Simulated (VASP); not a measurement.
Set up this calculation in VASP 6.6.1, as the native input.

| Property | Result |
| --- | --- |
| Task | single point |
| Functional | LDA |
| Potentials or basis | VASP PAW LDA potentials, release 64 (Be) |
| Cutoff | 500 eV |
| k mesh | 9 × 9 × 5, shifted |
| Occupations | fermi-dirac, width 0.0106 eV |
| Spin | no spin polarisation |
| Dipole correction | no |
| Further INCAR settings | ALGO = Normal; EDIFF = 1e-06; NBANDS = 9; ISYM = -1 |

The structure of Be lies in POSCAR:

```
Be
1.0
    2.3358202500      0.0000000000      0.0000000000
   -1.1679101300      2.0228800400      0.0000000000
    0.0000000000      0.0000000000      3.6402654600
Be
2
Direct
    0.3333300000      0.6666700000      0.2500000000
    0.6666600000      0.3333300000      0.7500000000
```

The input as run:

INCAR

```
PREC = Accurate
ENCUT = 500
EDIFF = 1E-6
ISMEAR = -1
SIGMA = 0.0106
LREAL = False
LASPH = True
NELM = 120
ALGO = Normal
ISIF = 2
LWAVE = False
LCHARG = False
GGA = CA
NBANDS = 9
ISYM = -1
GGA_COMPAT = False
```

KPOINTS

```
explicit points
203
Reciprocal
  0.05555556   0.05555556   0.10000000 2
  0.05555556   0.05555556   0.30000000 2
  0.05555556   0.05555556   0.50000000 2
  0.05555556   0.05555556   0.70000000 2
  0.05555556   0.05555556   0.90000000 2
  0.05555556   0.16666667   0.10000000 2
[... 195 lines left out ...]
  0.50000000   0.50000000   0.30000000 2
  0.50000000   0.50000000   0.50000000 1
```

Potentials or basis: VASP PAW LDA potentials, release 64 (Be).

Launch:

```bash
$ cat potpaw_LDA.64/Be/POTCAR > POTCAR
$ mpirun -np 1 vasp_std > vasp.out
```

It gave:

```json
{
 "Pressure": "-13.4 GPa",
 "Largest force": "0.012 eV/Å"
}
```

Caveat: the stress differs along the axes, from -16 to -10 GPa.

It took 12 s on 1 thread of Intel(R) Xeon(R) Platinum 8488C (Sapphire Rapids), on a shared host, peak memory 0.13 GiB.
